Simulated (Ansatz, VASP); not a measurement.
## InP in VASP and in Ansatz

```
In P
1.0
     2.20457   -5.56524    0.00000
     2.20457    5.56524    0.00000
     0.00000    0.00000    4.17444
In P
2 2
Direct
  0.58300 0.41700 0.75000
  0.41700 0.58300 0.25000
  0.86200 0.13800 0.75000
  0.13800 0.86200 0.25000
```

Change from the starting cell: species swapped into the YGa type (Cmcm, No. 63).

Alike in both runs: task relaxation of cell and atoms; functional PBE; k mesh 4 × 4 × 4; occupations gaussian, width 0.1 eV; no spin polarisation.

|  | VASP | Ansatz |
| --- | --- | --- |
| version | VASP 6.6.1 | Ansatz 0.2.0 |
| potentials or method | VASP PAW PBE potentials, release 64 (In_d, P), cutoff 600 eV | scalar-relativistic, plane waves, PAW |
| valence electrons in the cell | 36 | 36 |

```csv
,VASP,Ansatz,Ansatz less VASP
"gap on the k mesh at the Fermi level, each at its own relaxed structure (eV)",none,none,-
relaxed volume (Å³/atom),22.54,22.40,-0.139
relaxed length of the cell vector where the two differ most in proportion (Å),6.454,6.393,-0.0604
```

A gap of «none» marks a metal or a gap that the smearing closes.

The k mesh is coarse, so the values compare programs but aren't converged.
